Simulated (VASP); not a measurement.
**B6Pb2O11: single point with PBE**

System: B6Pb2O11.

```
Pb O B
1.0
     6.33099    0.00720    0.15116
     0.00720    6.30101    0.00272
     0.15116    0.00272    6.45297
Pb O B
2 11 6
Cartesian
  6.0838 3.9843 3.1523
  4.5259 2.0156 6.5163
  0.6468 0.4578 4.8549
  2.9601 3.4037 2.2757
  4.0512 0.8758 2.0026
  3.2571 1.2184 4.4129
  6.2594 3.9789 0.5939
  1.6348 0.3026 2.6875
  6.3434 0.9196 0.8451
  1.7870 4.1141 4.1409
  4.4965 4.9756 5.5626
  5.2778 1.9801 3.9358
  2.3209 0.8259 0.3466
  2.4589 0.3848 1.7341
  2.0994 0.6754 4.0864
  2.5038 3.9706 3.2441
  5.4320 4.7647 6.4467
  4.2557 1.5605 3.2434
  1.0992 0.6523 6.1992
```

* Program: VASP 6.6.1
* Task: single point
* Functional: PBE
* Potentials or basis: VASP PAW PBE potentials, release 64 (Pb_d, O, B)
* Cutoff: 520 eV
* k mesh: 3 × 3 × 3
* Occupations: fermi-dirac, width 0.293 eV
* Spin: no spin polarisation
* Dipole correction: no
* Further INCAR settings: LREAL = Auto; ALGO = Normal; EDIFF = 1e-06; NBANDS = 71

| Item | Value |
| --- | --- |
| Pressure | 2.1 GPa |
| Largest force | 10.354 eV/Å |
| Band gap on the k mesh | 2.61 eV (least direct gap 2.67 eV) |

Forces on the atoms (eV/Å):
```
Pb  -0.864  0.734 -0.134
Pb   1.378  0.801 -0.951
O    7.035  0.690  0.342
O    3.164 -1.247 -4.030
O   -2.998 -0.925  2.604
O   -1.399 -0.491 -2.213
O   -3.026  2.699 -0.772
O   -0.316 -0.436  4.056
O    0.057 -0.566 -1.396
O   -5.798  2.180  8.297
O    1.845  0.084  1.792
O    1.287  1.687 -1.594
O   -1.305 -2.903  1.507
B    4.412  4.129 -4.932
B   -5.430 -1.389 -0.800
B    3.876 -1.288 -3.921
B    1.452 -2.353 -0.791
B   -1.070 -2.561  1.060
B   -2.299  1.154  1.876
```

Stress tensor (GPa, compression positive):
```
  0.47  -0.34 -10.71
 -0.34   1.22   0.63
-10.71   0.63   4.73
```

Levels at points of the mesh, in eV from the valence-band top:
| k point | band 53 | band 54 | band 55 | band 56 | band 57 | band 58 | band 59 | band 60 |
| --- | --- | --- | --- | --- | --- | --- | --- | --- |
| (0.00, 0.00, 0.00) | -1.28 | -0.81 | -0.68 | -0.35 | 3.34 | 3.36 | 4.26 | 4.34 |

Run time: 10 min on 1 thread of Intel Xeon 8259CL, with other jobs on the host, peak memory 0.4 GiB.

Caveat: the atoms stand as in a frame of molecular dynamics; spin-orbit coupling is left out, which moves the levels of the heavy elements.
